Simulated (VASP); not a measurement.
## AsHF: relaxation of cell and atoms with PBE

Crystal: AsHF.

```
CELL_PARAMETERS angstrom
2.28512 0.00000 0.00000
0.00000 4.30852 0.00000
0.00000 0.00000 4.88406
ATOMIC_POSITIONS crystal
H 0.00000 0.00000 0.00000
As 0.00000 0.50000 0.50000
F 0.00000 0.00000 0.50000
```

The cell was generated, and may not be a known phase.

```yaml
Program: VASP 6.6.1
Task: relaxation of cell and atoms
Functional: PBE
Potentials_or_basis: VASP PAW PBE potentials, release 64 (H, As_d, F)
Cutoff: 700 eV
k_mesh: 8 × 4 × 4
Occupations: gaussian, width 0.1 eV
Spin: no spin polarisation
Dipole_correction: no
Further_INCAR_settings: ALGO = Normal; EDIFF = 1e-07; IBRION = 2; EDIFFG = -0.04; NSW = 90; ISIF = 3
```

* Relaxed volume: 16.89 Å³/atom
* Relaxed cell: a = 2.504 Å, b = 4.055 Å, c = 4.989 Å, α = 90.00°, β = 90.00°, γ = 90.00°
* Space group after relaxing (to 0.1 Å): Pmmm (No. 47)
* Energy gained by relaxing: 128.5 meV/atom
* Ionic steps: 12
* Pressure after relaxing: 0.2 GPa
* Band gap on the k mesh: zero (an odd number of electrons rules out a gap without spin polarisation)

Stress tensor (GPa, compression positive):
```
0.19 0.00 0.00
0.00 0.11 0.00
0.00 0.00 0.25
```

The path:
```csv
step,energy change (eV),largest force (eV/Å),pressure (GPa),volume (Å³)
1,0.0000,0.0000,4.46,48.09
2,-0.3744,0.0000,-1.51,50.92
3,-0.3751,0.0000,-1.38,50.72
4,-0.3752,0.0000,-1.41,50.77
5,-0.3822,0.0000,0.46,49.77
6,-0.3829,0.0000,0.07,49.99
7,-0.3829,0.0000,0.00,50.01
8,-0.3837,0.0000,0.10,50.00
9,-0.3839,0.0000,0.25,49.99
10,-0.3839,0.0000,0.20,49.99
11,-0.3844,0.0000,0.20,50.16
12,-0.3855,0.0000,0.19,50.67
```

Final structure:
```
H As F
1.0
     2.50443    0.00000    0.00000
     0.00000    4.05513    0.00000
     0.00000    0.00000    4.98889
H As F
1 1 1
Direct
  0.00000 0.00000 0.00000
  0.00000 0.50000 0.50000
  0.00000 0.00000 0.50000
```

Levels at points of the mesh, in eV from the Fermi level:
```csv
k point,band 7,band 8,band 9,band 10,band 11,band 12,band 13,band 14,band 15
"(0.00, 0.00, 0.00)",-11.81,-8.69,-5.74,-3.54,-2.02,-0.92,4.30,7.50,9.05
"(0.50, 0.00, 0.00)",-7.70,-7.32,-7.11,-4.81,-3.39,0.86,2.29,7.20,7.45
"(0.00, 0.50, 0.00)",-13.64,-5.21,-4.30,-3.47,-2.06,-1.95,0.86,4.63,8.64
"(0.50, 0.50, 0.00)",-10.24,-6.17,-5.20,-4.59,-2.29,0.82,1.66,4.07,8.05
"(0.00, 0.00, 0.50)",-11.76,-8.68,-6.18,-3.54,-2.07,0.09,4.46,7.54,7.89
"(0.50, 0.00, 0.50)",-7.70,-7.30,-7.07,-4.95,-3.37,0.59,2.92,5.28,7.55
"(0.00, 0.50, 0.50)",-13.62,-5.50,-4.27,-3.47,-2.53,-1.06,0.15,8.06,8.63
"(0.50, 0.50, 0.50)",-10.23,-6.16,-5.17,-4.70,-2.26,1.26,1.28,3.74,6.76
```

It took 2.2 min on 1 thread of Intel(R) Xeon(R) 6975P-C (Granite Rapids) (shared host), peak memory 0.22 GiB.

Caveat: the k points lie up to 0.39 Å⁻¹ apart in the final cell, too coarse for converged energies and pressures of a metal; an odd number of electrons without spin polarisation forces a metal; a magnetic or distorted state may lie lower.
